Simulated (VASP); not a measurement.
# Be2Se (F-43m) in VASP: further runs

Be2Se is run at these levels: PBE; tasks: single point.

All numbers are computed with VASP 6.6.1; they aren't measurements. Logs are shortened: lines on timing, memory, paths and dates and some standing lists are left out, and cuts for length are marked.

## Step 1: The cell of the first run

It takes space group F-43m (No. 216, cubic). Conventional cell: a = 5.532 Å, b = 5.532 Å, c = 5.532 Å, α = 90.00°, β = 90.00°, γ = 90.00°. Within 3.2 Å of Be (site symmetry -43m) lie 4 Be at 2.40 Å and 4 Se at 2.40 Å. Within 3.2 Å of Be (site symmetry -43m) lie 4 Be at 2.40 Å and 6 Se at 2.77 Å. Within 3.2 Å of Se (site symmetry -43m) lie 10 Be at 2.40 to 2.77 Å.

The cell was built from a structure type or drawn by symmetry, and may not be a known phase.

## Step 2: Single point, PBE

INCAR

```
ALGO     = Normal         # electronic algorithm
EDIFF    = 1E-6           # SCF threshold, eV
ENCUT    = 600            # plane-wave cutoff, eV
GGA      = PE             # functional
GGA_COMPAT= False        
ISIF     = 2              # what is computed and relaxed
ISMEAR   = 0              # smearing method
LASPH    = True           # aspherical terms in the spheres
LCHARG   = False          # write CHGCAR
LREAL    = False          # projectors in reciprocal space
LWAVE    = False          # write WAVECAR
NBANDS   = 12             # bands
NELM     = 120            # most SCF steps
PREC     = Accurate       # precision mode
SIGMA    = 0.2            # smearing width, eV
```

KPOINTS

```
k-points
0
Gamma
  6 6 6
```

POSCAR

```
Be2Se
1.0
    0.0000000000      2.7660523589      2.7660523589
    2.7660523589      0.0000000000      2.7660523589
    2.7660523589      2.7660523589      0.0000000000
Be Se
2 1
Direct
    0.7500000000      0.7500000000      0.7500000000
    0.5000000000      0.5000000000      0.5000000000
    0.0000000000      0.0000000000      0.0000000000
```

Potentials or basis: VASP PAW PBE potentials, release 64 (Be, Se).

Run with:

```console
$ cat potpaw_PBE.64/Be/POTCAR potpaw_PBE.64/Se/POTCAR > POTCAR
$ mpirun -np 1 vasp_std > vasp.out
```

OUTCAR:

```text
EDIFF = 1E-6
   ENCUT = 600
   GGA = PE
   ISIF = 2
   ISMEAR = 0
   LASPH = True
   LREAL = False
   NELM = 120
   PREC = Accurate

 ion  position               nearest neighbor table
   1  0.750  0.750  0.750-   3 2.40   3 2.40   3 2.40   3 2.40
   2  0.500  0.500  0.500-
   3  0.000  0.000  0.000-   1 2.40   1 2.40   1 2.40   1 2.40

  LATTYP: Found a face centered cubic cell.
 ALAT       =     5.5321047178

  Lattice vectors:

 A1 = (   0.0000000000,   2.7660523589,   2.7660523589)
 A2 = (   2.7660523589,   0.0000000000,   2.7660523589)
 A3 = (   2.7660523589,   2.7660523589,   0.0000000000)

Analysis of symmetry for initial positions (statically):
=====================================================================
 Subroutine PRICEL returns:
 Original cell was already a primitive cell.

 Routine SETGRP: Setting up the symmetry group for a
 face centered cubic supercell.

 Subroutine GETGRP returns: Found 24 space group operations
 (whereof 24 operations were pure point group operations)
 out of a pool of 48 trial point group operations.

The static configuration has the point symmetry T_d .

Analysis of symmetry for dynamics (positions and initial velocities):
=====================================================================
 Subroutine PRICEL returns:
 Original cell was already a primitive cell.

 Routine SETGRP: Setting up the symmetry group for a
 face centered cubic supercell.

 Subroutine GETGRP returns: Found 24 space group operations
 (whereof 24 operations were pure point group operations)
 out of a pool of 48 trial point group operations.

The dynamic configuration has the point symmetry T_d .

 Subroutine INISYM returns: Found 24 space group operations
 (whereof 24 operations are pure point group operations),
 and found     1 'primitive' translations

----------------------------------------------------------------------------------------

                                     Primitive cell

  volume of cell :      42.3264

  direct lattice vectors                    reciprocal lattice vectors
     0.000000000  2.766052359  2.766052359    -0.180763028  0.180763028  0.180763028
     2.766052359  0.000000000  2.766052359     0.180763028 -0.180763028  0.180763028
     2.766052359  2.766052359  0.000000000     0.180763028  0.180763028 -0.180763028

  length of vectors
     3.911788760  3.911788760  3.911788760     0.313090749  0.313090749  0.313090749

  position of ions in fractional coordinates (direct lattice)
     0.750000000  0.750000000  0.750000000
     0.500000000  0.500000000  0.500000000
     0.000000000  0.000000000  0.000000000

  ion indices of the primitive-cell ions
   primitive index   ion index
                 1           1
                 2           2
                 3           3

----------------------------------------------------------------------------------------

 KPOINTS: k-points

Automatic generation of k-mesh.
 Grid dimensions read from file:
 generate k-points for:    6    6    6

 Generating k-lattice:

  Cartesian coordinates                     Fractional coordinates (reciprocal lattice)
    -0.030127171  0.030127171  0.030127171     0.166666667  0.000000000  0.000000000
     0.030127171 -0.030127171  0.030127171     0.000000000  0.166666667  0.000000000
     0.030127171  0.030127171 -0.030127171     0.000000000  0.000000000  0.166666667

  Length of vectors
     0.052181791  0.052181791  0.052181791

  Shift w.r.t. Gamma in fractional coordinates (k-lattice)
     0.000000000  0.000000000  0.000000000

 Subroutine IBZKPT returns following result:
 ===========================================

 Found     16 irreducible k-points:

 Following reciprocal coordinates:
            Coordinates               Weight
  0.000000  0.000000  0.000000      1.000000
  0.166667  0.000000  0.000000      8.000000
  0.333333  0.000000  0.000000      8.000000
  0.500000  0.000000  0.000000      4.000000
  0.166667  0.166667  0.000000      6.000000
  0.333333  0.166667  0.000000     24.000000
[... 8 lines left out ...]
 -0.333333  0.333333  0.166667     24.000000
 -0.333333  0.500000  0.166667     12.000000
   k-points           NKPTS =     16   k-points in BZ     NKDIM =     16   number of bands    NBANDS=     12
   number of dos      NEDOS =    301   number of ions     NIONS =      3
   total plane-waves  NPLWV =  32768
   dimension x,y,z NGX =    32 NGY =   32 NGZ =   32
   dimension x,y,z NGXF=    64 NGYF=   64 NGZF=   64
   ions per type =               2   1
   NGX,Y,Z   is equivalent  to a cutoff of  13.60, 13.60, 13.60 a.u.
   NGXF,Y,Z  is equivalent  to a cutoff of  27.20, 27.20, 27.20 a.u.
 SYSTEM =  unknown system
   PREC   = accura    normal or accurate (medium, high low for compatibility)
   ISTART =      0    job   : 0-new  1-cont  2-samecut
   ICHARG =      2    charge: 1-file 2-atom 10-const
   ISPIN  =      1    spin polarized calculation?
   LNONCOLLINEAR =      F non collinear calculations
   LSORBIT =      F    spin-orbit coupling
   LASPH  =      T    aspherical Exc in radial PAW
   ENCUT  =  600.0 eV  44.10 Ry    6.64 a.u.   7.81  7.81  7.81*2*pi/ulx,y,z
   NELM   =    120;   NELMIN=  2; NELMDL= -5     # of ELM steps
   EDIFF  = 0.1E-05   stopping-criterion for ELM
   LREAL  =      F    real-space projection
   EDIFFG = 0.1E-04   stopping-criterion for IOM
   NSW    =      0    number of steps for IOM
   IBRION =     -1    ionic relax: 0-MD 1-quasi-New 2-CG
   NFREE  =      0    steps in history (QN), initial steepest desc. (CG)
   ISIF   =      2    stress and relaxation
   ISYM   =      2    0-nonsym 1-usesym 2-fastsym
   POTIM  = 0.5000    time-step for ionic-motion
   TEBEG  =    0.0;   TEEND  =   0.0 temperature during run
   PSTRESS=    0.0 pullay stress
   NELECT =      10.0000    total number of electrons
   NUPDOWN=      -1.0000    fix difference up-down
   EMIN   =  10.00;   EMAX   =-10.00  energy-range for DOS
   EFERMI =   0.00;   METHOD = LEGACY
   ISMEAR =     0;   SIGMA  =   0.20  broadening in eV -4-tet -1-fermi 0-gaus
   EFERMI_NEDOS =   21; number of points for ismear=-14 and -15
   IALGO  =     38    algorithm
   IMIX   =      4    mixing-type and parameters
     AMIX     =   0.40;   BMIX     =  1.00
     AMIX_MAG =   1.60;   BMIX_MAG =  1.00
  volume/ion in A,a.u.               =      14.11        95.21
  Fermi-wavevector in a.u.,A,eV,Ry     =   1.012056  1.912508 13.935860  1.024257
  Thomas-Fermi vector in A             =   2.145142
   LORBIT       =      0    0 simple, 1 ext, 2 COOP (PROOUT), +10 PAW based schemes
   GGA     = PE    functional components
   LHFCALC =     F    Hartree Fock is set to
   AEXX    =    0.0000 exact exchange contribution
   IVDW    =     0    specifies the selected vdW correction
   LEPSILON=     F    determine dielectric tensor
   LRPA    =     F    only Hartree local field effects (RPA)
 non-spin polarized calculation
 Gauss-broadening in eV      SIGMA  =   0.20
  energy-cutoff  :      600.00
  volume of cell :       42.33
 maximum number of plane-waves:      1428
   NGX = 15   NGY = 15   NGZ = 15

 number of electron      10.0000000 magnetization

 Free energy of the ion-electron system (eV)
  ---------------------------------------------------
  ext. energy  EPLUGINS =         0.00000000
  ---------------------------------------------------
  free energy    TOTEN  =        -9.48739902 eV

  energy without entropy =       -9.45939118  energy(sigma->0) =       -9.47339510

 E-fermi :   6.1363     XC(G=0):  -9.9137

 val. band max:        6.1197615776   @ k =  -0.3333   0.3333   0.1667
 cond. band min:       6.1869832050   @ k =   0.5000   0.0000   0.0000
 fundamental gap:      0.0672216275
 Fermi energy:         6.1362688346

 k-point     1 :       0.0000    0.0000    0.0000
  band No.  band energies     occupation
      1      -9.9420      2.00000
      2       2.6493      2.00000
      3       2.6493      2.00000
      4       2.6493      2.00000
      5       3.8409      2.00000
      6       6.9765      0.00000
      7       6.9765      0.00000
      8       6.9765      0.00000
      9      11.0153      0.00000
     10      11.0153      0.00000
     11      11.0153      0.00000
     12      13.1358      0.00000

 k-point     2 :       0.1667    0.0000    0.0000
  band No.  band energies     occupation
      1      -9.7339      2.00000
      2       0.5353      2.00000
      3       2.4430      2.00000
      4       2.4430      2.00000
      5       4.9326      2.00000
      6       7.0515      0.00000
      7       7.0515      0.00000
      8       7.7633      0.00000
      9      10.5074      0.00000
     10      10.5074      0.00000
     11      11.0886      0.00000
     12      14.0347      0.00000

 k-point     3 :       0.3333    0.0000    0.0000
  band No.  band energies     occupation
      1      -9.2396      2.00000
      2      -1.6292      2.00000
      3       2.1343      2.00000
      4       2.1343      2.00000
      5       4.9958      2.00000
      6       6.5379      0.00451
      7       6.5379      0.00451
      8       8.9846      0.00000
      9      11.7547      0.00000
     10      11.7547      0.00000
     11      12.0802      0.00000
     12      15.7406      0.00000
[... 166 lines left out ...]
 k-point    15 :      -0.3333    0.3333    0.1667
  band No.  band energies     occupation
      1      -8.6550      2.00000
      2      -1.7865      2.00000
      3      -0.4796      2.00000
      4       0.4890      2.00000
      5       6.1198      1.09292
      6       6.1976      0.66451
      7       9.6019      0.00000
      8      10.3136      0.00000
      9      10.6110      0.00000
     10      12.4606      0.00000
     11      14.7492      0.00000
     12      15.4147      0.00000

 k-point    16 :      -0.3333    0.5000    0.1667
  band No.  band energies     occupation
      1      -8.5551      2.00000
      2      -1.5777      2.00000
      3      -0.3943      2.00000
      4      -0.3291      2.00000
      5       4.7323      2.00000
      6       8.1712      0.00000
      7       8.2854      0.00000
      8      11.0299      0.00000
      9      11.6514      0.00000
     10      13.3824      0.00000
     11      14.8849      0.00000
     12      15.2874      0.00000

------------------------ aborting loop because EDIFF is reached ----------------------------------------

  FORCE on cell =-STRESS in cart. coord.  units (eV):
  Direction    XX          YY          ZZ          XY          YZ          ZX
  --------------------------------------------------------------------------------------
  -------------------------------------------------------------------------------------
  Total        0.0471401      0.0471401      0.0471401      0.0000000      0.0000000      0.0000000
  in kB        1.7843906      1.7843906      1.7843906      0.0000000      0.0000000      0.0000000
  external PRESSURE =       1.7843906 kB  Pullay stress =       0.0000000 kB

 VOLUME and BASIS-vectors are now :
 -----------------------------------------------------------------------------
  energy-cutoff  :      600.00
  volume of cell :       42.33
      direct lattice vectors                 reciprocal lattice vectors
     0.000000000  2.766052359  2.766052359    -0.180763028  0.180763028  0.180763028
     2.766052359  0.000000000  2.766052359     0.180763028 -0.180763028  0.180763028
     2.766052359  2.766052359  0.000000000     0.180763028  0.180763028 -0.180763028

 POSITION                                       TOTAL-FORCE (eV/Angst)
 -----------------------------------------------------------------------------------
      4.14908      4.14908      4.14908         0.000000      0.000000      0.000000
      2.76605      2.76605      2.76605         0.000000      0.000000      0.000000
      0.00000      0.00000      0.00000        -0.000000     -0.000000     -0.000000
 -----------------------------------------------------------------------------------
    total drift:                                0.000000      0.000000      0.000000

  FREE ENERGIE OF THE ION-ELECTRON SYSTEM (eV)
  ---------------------------------------------------
  free  energy   TOTEN  =        -9.4873990171 eV

  energy  without entropy=       -9.4593911789  energy(sigma->0) =       -9.47339510
```

Run time: 17 s. Hardware: 1 thread of Intel Xeon 8259CL, shared host; peak memory 0.17 GiB.

What came out:

```
Free energy            : -9.4874 eV
Pressure               : 0.2 GPa
Band gap on the k mesh : 0.07 eV (least direct gap 0.08 eV)
```

Levels at points of the mesh, in eV from the valence-band top:
| k point | band 1 | band 2 | band 3 | band 4 | band 5 | band 6 | band 7 | band 8 | band 9 | band 10 |
| --- | --- | --- | --- | --- | --- | --- | --- | --- | --- | --- |
| (0.00, 0.00, 0.00) | -16.06 | -3.47 | -3.47 | -3.47 | -2.28 | 0.86 | 0.86 | 0.86 | 4.90 | 4.90 |
| (0.50, 0.00, 0.00) | -15.05 | -8.64 | -4.10 | -4.10 | -1.21 | 0.07 | 0.07 | 3.13 | 7.41 | 7.41 |
| (0.50, 0.50, 0.00) | -14.69 | -8.03 | -5.86 | -5.86 | -3.22 | 0.53 | 5.00 | 5.00 | 6.55 | 8.72 |

## Step 3: Single point, PBE

INCAR

```
SYSTEM = Be2Se
  PREC = Accurate
  ENCUT = 600
  EDIFF = 1E-6
  ISMEAR = 0
  SIGMA = 0.2
  LREAL = .False.
  LASPH = .True.
  NELM = 120
  ALGO = Normal
  ISIF = 2
  LWAVE = .False.
  LCHARG = .True.
  GGA = PE
  LELF = .True.
  LVHAR = .True.
  NBANDS = 12
  GGA_COMPAT = .False.
```

KPOINTS

```
Automatic mesh
0
Gamma
  6 6 6
  0 0 0
```

POSCAR

```
Be2Se
1.0
    0.0000000000      2.7660523302      2.7660523302
    2.7660523302      0.0000000000      2.7660523302
    2.7660523302      2.7660523302      0.0000000000
Be Se
2 1
Direct
    0.2500000000      0.2500000000      0.2500000000
    0.5000000000      0.5000000000      0.5000000000
    0.0000000000      0.0000000000      0.0000000000
```

Potentials or basis: VASP PAW PBE potentials, release 64 (Be, Se).

Run with:

```console
$ cat potpaw_PBE.64/Be/POTCAR potpaw_PBE.64/Se/POTCAR > POTCAR
$ mpirun -np 1 vasp_std > vasp.out
```

Run time: 16 s. Hardware: 1 thread of Intel Xeon 8259CL, shared host; peak memory 0.17 GiB.

It converged, with:

* Free energy: -9.4874 eV
* Pressure: 0.2 GPa
* Band gap on the k mesh: 0.07 eV (least direct gap 0.08 eV)

Levels at points of the mesh, in eV from the valence-band top:
| k point | band 2 | band 3 | band 4 | band 5 | band 6 | band 7 | band 8 | band 9 |
| --- | --- | --- | --- | --- | --- | --- | --- | --- |
| (0.00, 0.00, 0.00) | -3.47 | -3.47 | -3.47 | -2.28 | 0.86 | 0.86 | 0.86 | 4.90 |
| (0.50, 0.00, 0.00) | -8.64 | -4.10 | -4.10 | -1.21 | 0.07 | 0.07 | 3.13 | 7.41 |
| (0.50, 0.50, 0.00) | -8.03 | -5.86 | -5.86 | -3.22 | 0.53 | 5.00 | 5.00 | 6.55 |
